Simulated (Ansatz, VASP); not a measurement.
# Ga: VASP beside Ansatz

The input INCAR:

```
SYSTEM = Ga
PREC = Accurate
ENCUT = 520
EDIFF = 1E-6
ISMEAR = -1
SIGMA = 0.1
LREAL = .False.
LASPH = .True.
NELM = 60
ALGO = Normal
ISIF = 2
LWAVE = .False.
LCHARG = .False.
GGA = RP
NBANDS = 34
```

KPOINTS

```
Automatic mesh
0
Gamma
  13 13 4
  0 0 0
```

Contents of POSCAR:

```
Ga
1.0
    3.0314356238      0.0000000000      0.0000000000
   -1.5157178119      2.6253002601      0.0000000000
    0.0000000000      0.0000000000      9.8991103374
Ga
4
Direct
    0.0000000000      0.0000000000      0.0000000000
    0.0000000000      0.0000000000      0.5000000000
    0.3333333333      0.6666666667      0.2500000000
    0.6666666667      0.3333333333      0.7500000000
```

Input for Ansatz:

```yaml
crystal:
  lattice:
    - [3.0314356238, 0.0, 0.0]
    - [-1.5157178119, 2.6253002601, 0.0]
    - [0.0, 0.0, 9.8991103374]
  atoms:
    - { symbol: Ga, position: [0.0, 0.0, 0.0] }
    - { symbol: Ga, position: [0.0, 0.0, 0.5] }
    - { symbol: Ga, position: [0.3333333333, 0.6666666667, 0.25] }
    - { symbol: Ga, position: [0.6666666667, 0.3333333333, 0.75] }
hamiltonian:
  xc: rpbe
  pseudopotentials:
    kind: paw
    azcp:
      Ga: "pseudopotentials/Ga.paw.azcp"
basis:
  ecutwfc: 420
  fft_grid_basis: typed
kpoints:
  mp_grid: { grid: [13, 13, 4], shift: [0, 0, 0] }
magnetization:
  spin_polarized: false
scf:
  occupations: { method: fermi_dirac, width: 0.1 }
  lower_state_search: "off"
output:
  stress: true
```

Alike in both runs: task single point; functional RPBE; k mesh 13 × 13 × 4; occupations fermi-dirac, width 0.1 eV; no spin polarisation.

|  | VASP | Ansatz |
| --- | --- | --- |
| version | VASP 6.6.1 | Ansatz 0.2.0 |
| potentials or method | VASP PAW PBE potentials, release 64 (Ga_d), cutoff 520 eV | plane waves (420 eV) with PAW, scalar-relativistic |
| valence electrons in the cell | 52 | 52 |

Ansatz gave:

| Item | Value |
| --- | --- |
| pressure (GPa) | 0.0 |
| traceless stress, the component that is largest in VASP (GPa) | 0.12 |

Problem. What did VASP give for the same quantities?

Solution. Pressure (GPa): 0.1; traceless stress, the component that is largest in VASP (GPa): 0.12.

VASP's potentials were made for PBE, not for RPBE. The functional is the same, so the differences come from potentials, cutoffs and numerics.
